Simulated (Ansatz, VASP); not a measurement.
# Two plane-wave programs on W

```xyz
1
Lattice="-1.5926 1.5926 1.5926 1.5926 -1.5926 1.5926 1.5926 1.5926 -1.5926" Properties=species:S:1:pos:R:3 pbc="T T T"
W     0.0000    0.0000    0.0000
```

Alike in both runs: functional PBE; k mesh 8 × 8 × 8; occupations gaussian, width 0.1 eV; no spin polarisation.

Ansatz relaxed the structure, and its values are those at the end. VASP's run is a single point on that final structure, the one shown.

|  | VASP | Ansatz |
| --- | --- | --- |
| version | VASP 6.6.1 | Ansatz 0.2.0 |
| potentials or method | VASP PAW PBE potentials, release 64 (W_sv), cutoff 500 eV | scalar-relativistic, plane waves, PAW |
| valence electrons in the cell | 14 | 14 |

Ansatz gave:

- gap on the k mesh at the Fermi level (eV): none
- pressure (GPa): -0.1

Q: Which values does VASP return?

A: gap on the k mesh at the Fermi level (eV): none; pressure (GPa): 0.4.

A gap of «none» marks a metal or a gap that the smearing closes.

Spin-orbit coupling is off throughout.
